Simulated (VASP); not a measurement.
# Tl (P6_3/mmc) in VASP: a series of runs, part 2 of 2

VASP 6.6.1.

## (3) Single point, PBE (27.72 Å³/atom)

This run uses another cell than the first one, of 27.72 Å³/atom.

Contents of INCAR:

```
SYSTEM = Tl
ALGO = Normal ; EDIFF = 1E-6
ENCUT = 520 ; GGA = PE
ISIF = 2 ; ISMEAR = -1
LASPH = .TRUE. ; LCHARG = .TRUE.
LELF = .TRUE. ; LREAL = .FALSE.
LVHAR = .TRUE. ; LWAVE = .FALSE.
NBANDS = 20 ; NELM = 100
PREC = Accurate ; SIGMA = 0.05
```

Contents of KPOINTS:

```
k-points
0
G
  11 11 6
  0 0 0
```

Contents of POSCAR:

```
Tl
1.0
    3.4210868953      0.0000000000      0.0000000000
   -1.7105434477      2.9627481599      0.0000000000
    0.0000000000      0.0000000000      5.4691881033
Tl
2
Direct
    0.3333333333      0.6666666667      0.2500000000
    0.6666666667      0.3333333333      0.7500000000
```

Potentials or basis: VASP PAW PBE potentials, release 64 (Tl_d).

Started as:

```console
cat potpaw_PBE.64/Tl_d/POTCAR > POTCAR
mpirun -np 1 vasp_std > vasp.out
```

OUTCAR:

```text
SYSTEM = Tl
   EDIFF = 1E-6
   ENCUT = 520
   GGA = PE
   ISIF = 2
   ISMEAR = -1
   LASPH = .TRUE.
   LREAL = .FALSE.
   NELM = 100
   PREC = Accurate

 ion  position               nearest neighbor table
   1  0.333  0.667  0.250-   2 3.37   2 3.37   2 3.37   2 3.37   2 3.37   2 3.37
   2  0.667  0.333  0.750-   1 3.37   1 3.37   1 3.37   1 3.37   1 3.37   1 3.37

  LATTYP: Found a hexagonal cell.
 ALAT       =     3.4210868953
 C/A-ratio  =     1.5986697417

  Lattice vectors:

[... 741 lines left out ...]
------------------------ aborting loop because EDIFF is reached ----------------------------------------

  FORCE on cell =-STRESS in cart. coord.  units (eV):
  Direction    XX          YY          ZZ          XY          YZ          ZX
  --------------------------------------------------------------------------------------
  -------------------------------------------------------------------------------------
  Total        1.5126349      1.5126349      1.6665131     -0.0000000      0.0000000      0.0000000
  in kB       43.7182741     43.7182741     48.1656710     -0.0000000      0.0000000      0.0000000
  external PRESSURE =      45.2007397 kB  Pullay stress =       0.0000000 kB

 VOLUME and BASIS-vectors are now :
 -----------------------------------------------------------------------------
  energy-cutoff  :      520.00
  volume of cell :       55.43
      direct lattice vectors                 reciprocal lattice vectors
     3.421086895  0.000000000  0.000000000     0.292304765  0.168762235  0.000000000
    -1.710543448  2.962748160  0.000000000     0.000000000  0.337524469  0.000000000
     0.000000000  0.000000000  5.469188103     0.000000000  0.000000000  0.182842495

 POSITION                                       TOTAL-FORCE (eV/Angst)
 -----------------------------------------------------------------------------------
     -0.00000      1.97517      1.36730        -0.000000     -0.000000      0.000000
      1.71054      0.98758      4.10189         0.000000      0.000000      0.000000
 -----------------------------------------------------------------------------------
    total drift:                               -0.000000      0.000000     -0.000000

  FREE ENERGIE OF THE ION-ELECTRON SYSTEM (eV)
  ---------------------------------------------------
  free  energy   TOTEN  =        -4.3689006944 eV

  energy  without entropy=       -4.3596264478  energy(sigma->0) =       -4.36426357
```

It took 62 s on 1 thread of Intel Xeon Platinum 8259CL at 2.50GHz (Skylake/Cascade Lake), shared host; peak memory 0.2 GiB.

Results:

| Property | Result |
| --- | --- |
| Free energy | -4.3689 eV |
| Pressure | 4.5 GPa |
| Band gap on the k mesh | zero (bands 13 and 14 overlap by 5.87 eV) |

Caveat: the cell stands under pressure; spin-orbit coupling is left out, which moves the levels of the heavy elements.

## (4) Single point, PBE (30.29 Å³/atom)

This run uses another cell than the first one, of 30.29 Å³/atom.

Contents of INCAR:

```
SYSTEM = Tl
ALGO = Normal
EDIFF = 1E-6
ENCUT = 520
GGA = PE
ISIF = 2
ISMEAR = -1
LASPH = .TRUE.
LCHARG = .TRUE.
LELF = .TRUE.
LREAL = .FALSE.
LVHAR = .TRUE.
LWAVE = .FALSE.
NBANDS = 20
NELM = 80
PREC = Accurate
SIGMA = 0.05
```

KPOINTS is that of step 3.

Contents of POSCAR:

```
Tl
1.0
    3.5237802386      0.0000000000      0.0000000000
   -1.7618901193      3.0516832040      0.0000000000
    0.0000000000      0.0000000000      5.6333608439
Tl
2
Direct
    0.3333333333      0.6666666667      0.2500000000
    0.6666666667      0.3333333333      0.7500000000
```

Started as:

```console
cat potpaw_PBE.64/Tl_d/POTCAR > POTCAR
mpirun -np 1 vasp_std > vasp.out
```

Wall time 55 s (1 thread of Intel Xeon Platinum 8259CL at 2.50GHz (Skylake/Cascade Lake), shared host); peak memory 0.2 GiB.

It converged, with:

```
Free energy            : -4.4552 eV
Pressure               : 1.0 GPa
Band gap on the k mesh : zero (bands 13 and 14 overlap by 5.24 eV)
```

Stress tensor (GPa, compression positive):
```
1.07 0.00 0.00
0.00 1.07 0.00
0.00 0.00 0.79
```

Levels at points of the mesh, in eV from the Fermi level:
| k point | band 11 | band 12 | band 13 | band 14 | band 15 | band 16 |
| --- | --- | --- | --- | --- | --- | --- |
| (0.00, 0.00, 0.00) | -9.64 | -5.11 | -2.58 | 7.63 | 7.63 | 9.59 |
| (0.00, 0.00, 0.50) | -8.29 | -8.29 | 3.19 | 3.19 | 8.56 | 8.56 |

Caveat: spin-orbit coupling is left out, which moves the levels of the heavy elements.

## (5) Single point, RPBE

This run uses another cell than the first one, of 30.29 Å³/atom.

Contents of INCAR:

```
  ALGO = Normal
  EDIFF = 1E-7
  ENCUT = 520
  GGA = RP
  ISIF = 2
  ISMEAR = -1
  LASPH = T
  LCHARG = F
  LREAL = F
  LWAVE = F
  NBANDS = 20
  NELM = 100
  PREC = Accurate
  SIGMA = 0.05
```

Contents of KPOINTS:

```
k-points
0
Gamma
  11 11 6
```

POSCAR is that of step 4.

Potentials or basis: VASP PAW PBE potentials, release 64 (Tl_d).

Started as:

```console
cat potpaw_PBE.64/Tl_d/POTCAR > POTCAR
mpirun -np 1 vasp_std > vasp.out
```

OUTCAR:

```text
EDIFF = 1E-7
   ENCUT = 520
   GGA = RP
   ISIF = 2
   ISMEAR = -1
   LASPH = T
   LREAL = F
   NELM = 100
   PREC = Accurate

 ion  position               nearest neighbor table
   1  0.333  0.667  0.250-   2 3.47   2 3.47   2 3.47   2 3.47   2 3.47   2 3.47
   2  0.667  0.333  0.750-   1 3.47   1 3.47   1 3.47   1 3.47   1 3.47   1 3.47

  LATTYP: Found a hexagonal cell.
 ALAT       =     3.5237802386
 C/A-ratio  =     1.5986697417

[... 739 lines left out ...]
     20      16.8227      0.00000

 [... further k-points ...]

------------------------ aborting loop because EDIFF is reached ----------------------------------------

  FORCE on cell =-STRESS in cart. coord.  units (eV):
  Direction    XX          YY          ZZ          XY          YZ          ZX
  --------------------------------------------------------------------------------------
  -------------------------------------------------------------------------------------
  Total        1.0732239      1.0732239      0.9860383      0.0000000      0.0000000      0.0000000
  in kB       28.3847507     28.3847507     26.0788556      0.0000000      0.0000000      0.0000000
  external PRESSURE =      27.6161190 kB  Pullay stress =       0.0000000 kB

 VOLUME and BASIS-vectors are now :
 -----------------------------------------------------------------------------
  energy-cutoff  :      520.00
  volume of cell :       60.58
      direct lattice vectors                 reciprocal lattice vectors
     3.523780239  0.000000000  0.000000000     0.283786142  0.163844006  0.000000000
    -1.761890119  3.051683204  0.000000000     0.000000000  0.327688011  0.000000000
     0.000000000  0.000000000  5.633360844     0.000000000  0.000000000  0.177513926

 POSITION                                       TOTAL-FORCE (eV/Angst)
 -----------------------------------------------------------------------------------
     -0.00000      2.03446      1.40834        -0.000000      0.000000      0.000000
      1.76189      1.01723      4.22502         0.000000     -0.000000      0.000000
 -----------------------------------------------------------------------------------
    total drift:                                0.000000     -0.000000      0.000000

  FREE ENERGIE OF THE ION-ELECTRON SYSTEM (eV)
  ---------------------------------------------------
  free  energy   TOTEN  =        -3.6311926683 eV

  energy  without entropy=       -3.6216014258  energy(sigma->0) =       -3.62639705
```

It took 61 s on 1 thread of Intel Xeon Platinum 8259CL at 2.50GHz (Skylake/Cascade Lake), shared host; peak memory 0.21 GiB.

What came out:

```yaml
Free_energy: -3.6312 eV
Pressure: 2.8 GPa
Band_gap_on_the_k_mesh: zero (bands 13 and 14 overlap by 5.24 eV)
```

Caveat: the PAW data sets were made with another functional, which shifts forces and pressure a little; spin-orbit coupling is left out, which moves the levels of the heavy elements.

## (6) Overview

```csv
level,cell,gap on the mesh (eV),pressure (GPa)
PBE,"a = 3.386, b = 3.386, c = 5.413 Å, angles 90.0, 90.0, 120.0°, 2 atoms",none,6.2
PBE,"a = 3.421, b = 3.421, c = 5.469 Å, angles 90.0, 90.0, 120.0°, 2 atoms",none,4.5
PBE,"a = 3.524, b = 3.524, c = 5.633 Å, angles 90.0, 90.0, 120.0°, 2 atoms",none,1.0
RPBE,"a = 3.524, b = 3.524, c = 5.633 Å, angles 90.0, 90.0, 120.0°, 2 atoms",none,2.8
```

Alike in all rows: task single point; potentials or basis VASP PAW PBE potentials, release 64 (Tl_d); no spin polarisation; k mesh 11 × 11 × 6; cutoff (eV) 520; smearing fermi-dirac 0.05 eV.

Caveats: spin-orbit coupling is left out, which moves the levels of the heavy elements; the cell stands under pressure (at least some runs); the PAW data sets were made with another functional, which shifts forces and pressure a little (at least some runs).

Absolute energies hang on the potentials; compare differences alone.
